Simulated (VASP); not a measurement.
# HfN (P-6m2) in VASP: a series of runs

Runs on HfN. Level: PBE. Tasks: single point, relaxation of cell and atoms.

All numbers are computed with VASP 6.6.1; they aren't measurements. Logs are shortened: lines on timing, memory, paths and dates and some standing lists are left out, and cuts for length are marked.

**1. The cell of the first run**

It takes space group P-6m2 (No. 187, hexagonal). The conventional cell has a = 3.293 Å, b = 3.293 Å, c = 10.513 Å, α = 90.00°, β = 90.00°, γ = 120.00°. Hf (site symmetry 3m) has 2 N at 1.95 to 2.11 Å within 2.6 Å. Hf (site symmetry -6m2) has 6 N at 2.25 Å within 3.0 Å. Within 2.6 Å of N (site symmetry -6m2) lie 2 Hf at 1.95 Å. N (site symmetry 3m) has 4 Hf at 2.11 to 2.25 Å and 1 N at 2.41 Å within 2.8 Å.

**2. Single point, PBE**

INCAR reads:

```
SYSTEM = HfN
PREC = Accurate
ENCUT = 520
EDIFF = 1E-6
ISMEAR = 0
SIGMA = 0.1
LREAL = .FALSE.
LASPH = .TRUE.
NELM = 80
ALGO = Normal
ISIF = 2
LWAVE = .FALSE.
LCHARG = .FALSE.
GGA = PE
NBANDS = 32
```

KPOINTS reads:

```
Automatic mesh
0
G
  12 12 4
  0 0 0
```

POSCAR reads:

```
HfN
1.0
    3.2931748363      0.0000000000      0.0000000000
   -1.6465874182      2.8519730673      0.0000000000
    0.0000000000      0.0000000000     10.5128731819
Hf N
3 3
Direct
    0.0000000000      0.0000000000      0.1852915592
    0.6666666667      0.3333333333      0.5000000000
    0.0000000000      0.0000000000      0.8147084408
    0.0000000000      0.0000000000      0.0000000000
    0.0000000000      0.0000000000      0.3855804560
    0.0000000000      0.0000000000      0.6144195440
```

Potentials or basis: VASP PAW PBE potentials, release 64 (Hf_pv, N).

On the command line:

```bash
> cat potpaw_PBE.64/Hf_pv/POTCAR potpaw_PBE.64/N/POTCAR > POTCAR
> mpirun -np 1 vasp_std > vasp.out
```

OUTCAR:

```text
SYSTEM = HfN
   PREC = Accurate
   ENCUT = 520
   EDIFF = 1E-6
   ISMEAR = 0
   LREAL = .FALSE.
   LASPH = .TRUE.
   NELM = 80
   ISIF = 2
   GGA = PE

 ion  position               nearest neighbor table
   1  0.000  0.000  0.185-   4 1.95   5 2.11   2 3.82   2 3.82   2 3.82
   2  0.667  0.333  0.500-   5 2.25   6 2.25   5 2.25   6 2.25   5 2.25   6 2.25   1 3.82   3 3.82
                             1 3.82   3 3.82   1 3.82   3 3.82
   3  0.000  0.000  0.815-   4 1.95   6 2.11   2 3.82   2 3.82   2 3.82
   4  0.000  0.000  0.000-   1 1.95   3 1.95
   5  0.000  0.000  0.386-   1 2.11   2 2.25   2 2.25   2 2.25
   6  0.000  0.000  0.614-   3 2.11   2 2.25   2 2.25   2 2.25

  LATTYP: Found a hexagonal cell.
 ALAT       =     3.2931748363
 C/A-ratio  =     3.1923216059

  Lattice vectors:

 A1 = (   3.2931748363,   0.0000000000,   0.0000000000)
 A2 = (  -1.6465874182,   2.8519730673,   0.0000000000)
 A3 = (   0.0000000000,   0.0000000000,  10.5128731819)

Analysis of symmetry for initial positions (statically):
=====================================================================
 Subroutine PRICEL returns:
 Original cell was already a primitive cell.

 Routine SETGRP: Setting up the symmetry group for a
 hexagonal supercell.

 Subroutine GETGRP returns: Found 12 space group operations
 (whereof 12 operations were pure point group operations)
 out of a pool of 24 trial point group operations.

The static configuration has the point symmetry D_3h.

Analysis of symmetry for dynamics (positions and initial velocities):
=====================================================================
 Subroutine PRICEL returns:
 Original cell was already a primitive cell.

 Routine SETGRP: Setting up the symmetry group for a
 hexagonal supercell.

 Subroutine GETGRP returns: Found 12 space group operations
 (whereof 12 operations were pure point group operations)
 out of a pool of 24 trial point group operations.

The dynamic configuration has the point symmetry D_3h.

 Subroutine INISYM returns: Found 12 space group operations
 (whereof 12 operations are pure point group operations),
 and found     1 'primitive' translations

----------------------------------------------------------------------------------------

                                     Primitive cell

  volume of cell :      98.7374

  direct lattice vectors                    reciprocal lattice vectors
     3.293174836  0.000000000  0.000000000     0.303658339  0.175317224  0.000000000
    -1.646587418  2.851973067  0.000000000     0.000000000  0.350634447  0.000000000
     0.000000000  0.000000000 10.512873182     0.000000000  0.000000000  0.095121475

  length of vectors
     3.293174836  3.293174836 10.512873182     0.350634447  0.350634447  0.095121475

  position of ions in fractional coordinates (direct lattice)
     0.000000000  0.000000000  0.185291559
     0.666666667  0.333333333  0.500000000
     0.000000000  0.000000000  0.814708441
     0.000000000  0.000000000  0.000000000
     0.000000000  0.000000000  0.385580456
     0.000000000  0.000000000  0.614419544

  ion indices of the primitive-cell ions
   primitive index   ion index
                 1           1
                 2           2
                 3           3
                 4           4
                 5           5
                 6           6

----------------------------------------------------------------------------------------

 KPOINTS: Automatic mesh

Automatic generation of k-mesh.
 Grid dimensions read from file:
 generate k-points for:   12   12    4

 Generating k-lattice:

  Cartesian coordinates                     Fractional coordinates (reciprocal lattice)
     0.025304862  0.014609769  0.000000000     0.083333333  0.000000000  0.000000000
     0.000000000  0.029219537  0.000000000     0.000000000  0.083333333  0.000000000
     0.000000000  0.000000000  0.023780369     0.000000000  0.000000000  0.250000000

  Length of vectors
     0.029219537  0.029219537  0.023780369

  Shift w.r.t. Gamma in fractional coordinates (k-lattice)
     0.000000000  0.000000000  0.000000000

 Subroutine IBZKPT returns following result:
 ===========================================

 Found     57 irreducible k-points:

 Following reciprocal coordinates:
            Coordinates               Weight
  0.000000  0.000000  0.000000      1.000000
  0.083333 -0.000000  0.000000      6.000000
  0.166667 -0.000000  0.000000      6.000000
  0.250000 -0.000000  0.000000      6.000000
  0.333333  0.000000  0.000000      6.000000
  0.416667 -0.000000  0.000000      6.000000
[... 16 lines left out ...]
  0.250000 -0.000000  0.250000     12.000000
  0.333333  0.000000  0.250000     12.000000
 [... further k-points ...]
   k-points           NKPTS =     57   k-points in BZ     NKDIM =     57   number of bands    NBANDS=     32
   number of dos      NEDOS =    301   number of ions     NIONS =      6
   total plane-waves  NPLWV =  46080
   dimension x,y,z NGX =    24 NGY =   24 NGZ =   80
   dimension x,y,z NGXF=    48 NGYF=   48 NGZF=  160
   ions per type =               3   3
   NGX,Y,Z   is equivalent  to a cutoff of  12.12, 12.12, 12.65 a.u.
   NGXF,Y,Z  is equivalent  to a cutoff of  24.23, 24.23, 25.30 a.u.
 SYSTEM =  HfN
   PREC   = accura    normal or accurate (medium, high low for compatibility)
   ISTART =      0    job   : 0-new  1-cont  2-samecut
   ICHARG =      2    charge: 1-file 2-atom 10-const
   ISPIN  =      1    spin polarized calculation?
   LNONCOLLINEAR =      F non collinear calculations
   LSORBIT =      F    spin-orbit coupling
   LASPH  =      T    aspherical Exc in radial PAW
   ENCUT  =  520.0 eV  38.22 Ry    6.18 a.u.   6.12  6.12 19.55*2*pi/ulx,y,z
   NELM   =     80;   NELMIN=  2; NELMDL= -5     # of ELM steps
   EDIFF  = 0.1E-05   stopping-criterion for ELM
   LREAL  =      F    real-space projection
   EDIFFG = 0.1E-04   stopping-criterion for IOM
   NSW    =      0    number of steps for IOM
   IBRION =     -1    ionic relax: 0-MD 1-quasi-New 2-CG
   NFREE  =      0    steps in history (QN), initial steepest desc. (CG)
   ISIF   =      2    stress and relaxation
   ISYM   =      2    0-nonsym 1-usesym 2-fastsym
   POTIM  = 0.5000    time-step for ionic-motion
   TEBEG  =    0.0;   TEEND  =   0.0 temperature during run
   PSTRESS=    0.0 pullay stress
   NELECT =      45.0000    total number of electrons
   NUPDOWN=      -1.0000    fix difference up-down
   EMIN   =  10.00;   EMAX   =-10.00  energy-range for DOS
   EFERMI =   0.00;   METHOD = LEGACY
   ISMEAR =     0;   SIGMA  =   0.10  broadening in eV -4-tet -1-fermi 0-gaus
   EFERMI_NEDOS =   21; number of points for ismear=-14 and -15
   IALGO  =     38    algorithm
   IMIX   =      4    mixing-type and parameters
     AMIX     =   0.40;   BMIX     =  1.00
     AMIX_MAG =   1.60;   BMIX_MAG =  1.00
  volume/ion in A,a.u.               =      16.46       111.05
  Fermi-wavevector in a.u.,A,eV,Ry     =   1.259849  2.380769 21.595429  1.587219
  Thomas-Fermi vector in A             =   2.393388
   LORBIT       =      0    0 simple, 1 ext, 2 COOP (PROOUT), +10 PAW based schemes
   GGA     = PE    functional components
   LHFCALC =     F    Hartree Fock is set to
   AEXX    =    0.0000 exact exchange contribution
   IVDW    =     0    specifies the selected vdW correction
   LEPSILON=     F    determine dielectric tensor
   LRPA    =     F    only Hartree local field effects (RPA)
 non-spin polarized calculation
 Gauss-broadening in eV      SIGMA  =   0.10
  energy-cutoff  :      520.00
  volume of cell :       98.74
 maximum number of plane-waves:      2694
   NGX = 13   NGY = 13   NGZ = 39

 number of electron      44.9999992 magnetization

 Free energy of the ion-electron system (eV)
  ---------------------------------------------------
  ext. energy  EPLUGINS =         0.00000000
  ---------------------------------------------------
  free energy    TOTEN  =       -57.28485472 eV

  energy without entropy =      -57.27304670  energy(sigma->0) =      -57.27895071

 E-fermi :   3.6081     XC(G=0): -10.7100

 val. band max:        3.6079961233   @ k =   0.2500   0.2500   0.0000
 cond. band min:       3.6115687031   @ k =   0.0000   0.0000   0.0000
 fundamental gap:      0.0035725798
 Fermi energy:         3.6081177338

 k-point     1 :       0.0000    0.0000    0.0000
  band No.  band energies     occupation
      1     -27.1107      2.00000
      2     -26.8785      2.00000
      3     -26.8785      2.00000
      4     -26.6704      2.00000
      5     -26.6704      2.00000
      6     -26.6673      2.00000
[... 24 lines left out ...]
     31       7.9952      0.00000
     32       8.2237      0.00000

 k-point     2 :       0.0833   -0.0000    0.0000
  band No.  band energies     occupation
      1     -27.1031      2.00000
      2     -26.9162      2.00000
      3     -26.8863      2.00000
      4     -26.6991      2.00000
      5     -26.6957      2.00000
      6     -26.6772      2.00000
[... 24 lines left out ...]
     31       8.0008      0.00000
     32       8.2226      0.00000

 k-point     3 :       0.1667   -0.0000    0.0000
  band No.  band energies     occupation
      1     -27.0822      2.00000
      2     -27.0170      2.00000
      3     -26.9074      2.00000
      4     -26.7766      2.00000
      5     -26.7724      2.00000
      6     -26.6954      2.00000
[... 24 lines left out ...]
     31       8.2087      0.00000
     32       8.2465      0.00000

 k-point     4 :       0.2500   -0.0000    0.0000
  band No.  band energies     occupation
      1     -27.1503      2.00000
      2     -27.0539      2.00000
      3     -26.9362      2.00000
      4     -26.8807      2.00000
      5     -26.8750      2.00000
      6     -26.7202      2.00000
[... 24 lines left out ...]
     31       8.3595      0.00000
     32       8.4673      0.00000

 k-point     5 :       0.3333    0.0000    0.0000
  band No.  band energies     occupation
      1     -27.2797      2.00000
      2     -27.0306      2.00000
      3     -26.9829      2.00000
      4     -26.9703      2.00000
      5     -26.9648      2.00000
      6     -26.7449      2.00000
[... 584 lines left out ...]
     31       7.6306      0.00000
     32       8.3150      0.00000

 k-point    22 :       0.1667   -0.0000    0.2500
  band No.  band energies     occupation
      1     -27.0829      2.00000
      2     -27.0168      2.00000
      3     -26.9074      2.00000
      4     -26.7764      2.00000
      5     -26.7727      2.00000
      6     -26.6955      2.00000
[... 24 lines left out ...]
     31       8.1778      0.00000
     32       8.3488      0.00000

 k-point    23 :       0.2500   -0.0000    0.2500
  band No.  band energies     occupation
      1     -27.1502      2.00000
      2     -27.0544      2.00000
      3     -26.9362      2.00000
      4     -26.8800      2.00000
      5     -26.8756      2.00000
      6     -26.7204      2.00000
[... 24 lines left out ...]
     31       8.2685      0.00000
     32       8.7732      0.00000

 k-point    24 :       0.3333    0.0000    0.2500
  band No.  band energies     occupation
      1     -27.2796      2.00000
      2     -27.0311      2.00000
      3     -26.9811      2.00000
      4     -26.9718      2.00000
      5     -26.9647      2.00000
      6     -26.7451      2.00000
[... 24 lines left out ...]
     31       8.3179      0.00000
     32       8.8650      0.00000

 [... further k-points ...]

------------------------ aborting loop because EDIFF is reached ----------------------------------------

  FORCE on cell =-STRESS in cart. coord.  units (eV):
  Direction    XX          YY          ZZ          XY          YZ          ZX
  --------------------------------------------------------------------------------------
  -------------------------------------------------------------------------------------
  Total       -0.4394777     -0.4394777     -0.4130839      0.0000000     -0.0000000     -0.0000000
  in kB       -7.1312519     -7.1312519     -6.7029685      0.0000000     -0.0000000     -0.0000000
  external PRESSURE =      -6.9884908 kB  Pullay stress =       0.0000000 kB

 VOLUME and BASIS-vectors are now :
 -----------------------------------------------------------------------------
  energy-cutoff  :      520.00
  volume of cell :       98.74
      direct lattice vectors                 reciprocal lattice vectors
     3.293174836  0.000000000  0.000000000     0.303658339  0.175317224  0.000000000
    -1.646587418  2.851973067  0.000000000     0.000000000  0.350634447  0.000000000
     0.000000000  0.000000000 10.512873182     0.000000000  0.000000000  0.095121475

 POSITION                                       TOTAL-FORCE (eV/Angst)
 -----------------------------------------------------------------------------------
      0.00000      0.00000      1.94795         0.000000     -0.000000      0.039350
      1.64659      0.95066      5.25644        -0.000000      0.000000      0.000000
      0.00000      0.00000      8.56493         0.000000     -0.000000     -0.039350
      0.00000      0.00000      0.00000         0.000000     -0.000000      0.000000
      0.00000      0.00000      4.05356        -0.000000     -0.000000      0.049311
      0.00000      0.00000      6.45931        -0.000000     -0.000000     -0.049311
 -----------------------------------------------------------------------------------
    total drift:                               -0.000000      0.000000      0.000000

  FREE ENERGIE OF THE ION-ELECTRON SYSTEM (eV)
  ---------------------------------------------------
  free  energy   TOTEN  =       -57.2848547246 eV

  energy  without entropy=      -57.2730466988  energy(sigma->0) =      -57.27895071
```

Run time: 4 min. Hardware: 1 thread of AMD EPYC 7R13 (Zen 3), shared host; peak memory 0.26 GiB.

What came out:

```yaml
Free_energy: -57.2849 eV
Pressure: -0.7 GPa
Largest_force: 0.049 eV/Å
```

Forces on the atoms (eV/Å):
```
Hf   0.000  0.000  0.039
Hf   0.000  0.000  0.000
Hf   0.000  0.000 -0.039
N    0.000  0.000  0.000
N    0.000  0.000  0.049
N    0.000  0.000 -0.049
```

Caveat: spin-orbit coupling is left out, which moves the levels of the heavy elements.

**3. Relaxation of cell and atoms, PBE**

INCAR reads:

```
ALGO = Normal
EDIFF = 1E-6
EDIFFG = -0.01
ENCUT = 600
GGA = PE
IBRION = 2
ISIF = 3
ISMEAR = 0
LASPH = True
LCHARG = False
LREAL = False
LWAVE = False
NELM = 60
NSW = 100
PREC = Accurate
SIGMA = 0.1
```

KPOINTS reads:

```
k-points
0
Gamma
  12 12 4
```

POSCAR reads:

```
HfN
1.0
    3.3010277075      0.0000000000      0.0000000000
   -1.6505138538      2.8587738533      0.0000000000
    0.0000000000      0.0000000000     10.4457977278
Hf N
3 3
Direct
    0.0000000000      0.0000000000      0.1848682902
    0.6666666667      0.3333333333      0.5000000000
    0.0000000000      0.0000000000      0.8151317098
    0.0000000000      0.0000000000      0.0000000000
    0.0000000000      0.0000000000      0.3874164715
    0.0000000000      0.0000000000      0.6125835285
```

Potentials or basis: VASP PAW PBE potentials, release 64 (Hf_pv, N).

On the command line:

```bash
> cat potpaw_PBE.64/Hf_pv/POTCAR potpaw_PBE.64/N/POTCAR > POTCAR
> mpirun -np 1 vasp_std > vasp.out
```

Run time: 34 min. Hardware: 1 thread of AMD EPYC 7R13 (Zen 3), shared host; peak memory 0.32 GiB.

The run converged. Its results:

```
Free energy                            : -57.2913 eV
Relaxed volume                         : 16.35 Å³/atom
Relaxed cell                           : a = 3.284 Å, b = 3.284 Å, c = 10.504 Å, α = 90.00°, β = 90.00°, γ = 120.00°
Space group after relaxing (to 0.05 Å) : P-6m2 (No. 187)
Energy gained by relaxing              : 2.7 meV/atom
Ionic steps                            : 10
Pressure after relaxing                : 0.0 GPa
Largest force after relaxing           : 0.008 eV/Å
```

Forces in eV/Å, atoms in the order of the input:
```
Hf   0.000  0.000 -0.004
Hf   0.000  0.000  0.000
Hf   0.000  0.000  0.004
N    0.000  0.000  0.000
N    0.000  0.000 -0.008
N    0.000  0.000  0.008
```

Step by step:
```tsv
step	energy change (eV)	largest force (eV/Å)	pressure (GPa)	volume (Å³)
1	0.0000	0.4145	0.45	98.58
2	-0.0034	0.1666	-2.19	99.22
3	-0.0127	0.1669	-1.03	98.92
4	-0.0143	0.1746	0.54	97.71
5	-0.0161	0.0528	-0.11	98.21
6	-0.0163	0.0204	0.06	98.05
7	-0.0163	0.0117	0.03	98.08
8	-0.0163	0.0112	0.03	98.08
9	-0.0163	0.0065	-0.04	98.10
10	-0.0163	0.0077	-0.02	98.09
```

Final structure:
```cif
data_structure
_symmetry_space_group_name_H-M 'P 1'
_symmetry_Int_Tables_number 1
_cell_length_a 3.2837
_cell_length_b 3.2837
_cell_length_c 10.5041
_cell_angle_alpha 90.000
_cell_angle_beta 90.000
_cell_angle_gamma 120.000
_cell_volume 98.09
loop_
_atom_site_label
_atom_site_type_symbol
_atom_site_fract_x
_atom_site_fract_y
_atom_site_fract_z
_atom_site_occupancy
Hf1 Hf 0.00000 0.00000 0.18565 1
Hf2 Hf 0.66667 0.33333 0.50000 1
Hf3 Hf 0.00000 0.00000 0.81435 1
N1 N 0.00000 0.00000 0.00000 1
N2 N 0.00000 0.00000 0.38576 1
N3 N 0.00000 0.00000 0.61424 1
```

Levels at points of the mesh, in eV from the Fermi level:
```
           k point  band 20  band 21  band 22  band 23  band 24  band 25  band 26  band 27
(0.00, 0.00, 0.00)    -1.76    -0.01     0.00     0.00     1.74     1.74     1.79     1.79
(0.50, 0.00, 0.00)    -1.67    -1.55    -0.44     0.15     0.79     1.87     2.84     3.06
(0.00, 0.00, 0.50)    -1.80    -1.08     0.08     0.08     1.73     1.73     1.80     1.80
(0.50, 0.00, 0.50)    -1.60    -1.31    -1.15    -0.53     0.72     2.16     2.60     3.15
```

Caveat: spin-orbit coupling is left out, which moves the levels of the heavy elements.
